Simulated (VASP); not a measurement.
A run of VASP 6.6.1 is set up as follows.

The input INCAR:

```
SYSTEM = Fe
ALGO     = Normal         ! electronic algorithm
EDIFF    = 1E-7           ! SCF threshold, eV
ENCUT    = 520            ! plane-wave cutoff, eV
GGA      = PE             ! functional
ISIF     = 2              ! what is computed and relaxed
ISMEAR   = -1             ! smearing method
ISPIN    = 2              ! spin polarisation
LASPH    = .True.         ! aspherical terms in the spheres
LCHARG   = .True.         ! write CHGCAR
LELF     = .True.         ! ELF
LMAXMIX  = 4              ! l up to which the mixer works
LORBIT   = 11             ! projections on sites
LREAL    = .False.        ! projectors in reciprocal space
LVHAR    = .True.       
LWAVE    = .False.        ! write WAVECAR
MAGMOM   = 2.65           ! initial moments
NBANDS   = 14             ! bands
NELM     = 150            ! most SCF steps
NUPDOWN  = 2.65           ! fixed moment
PREC     = Accurate       ! precision mode
SIGMA    = 0.1            ! smearing width, eV
```

The input KPOINTS:

```
k-points
0
Gamma
  11 11 11
  0 0 0
```

Contents of POSCAR:

```
Fe
1.0
    0.0000000000      1.7635000000      1.7635000000
    1.7635000000      0.0000000000      1.7635000000
    1.7635000000      1.7635000000      0.0000000000
Fe
1
Direct
    0.0000000000      0.0000000000      0.0000000000
```

Potentials or basis: VASP PAW PBE potentials, release 64 (Fe).

Launch:

```bash
$ cat potpaw_PBE.64/Fe/POTCAR > POTCAR
$ mpirun -np 1 vasp_std > vasp.out
```

Predict the pressure.

24.0 GPa.

Caveat: the total moment is fixed, so each spin has its own Fermi level.
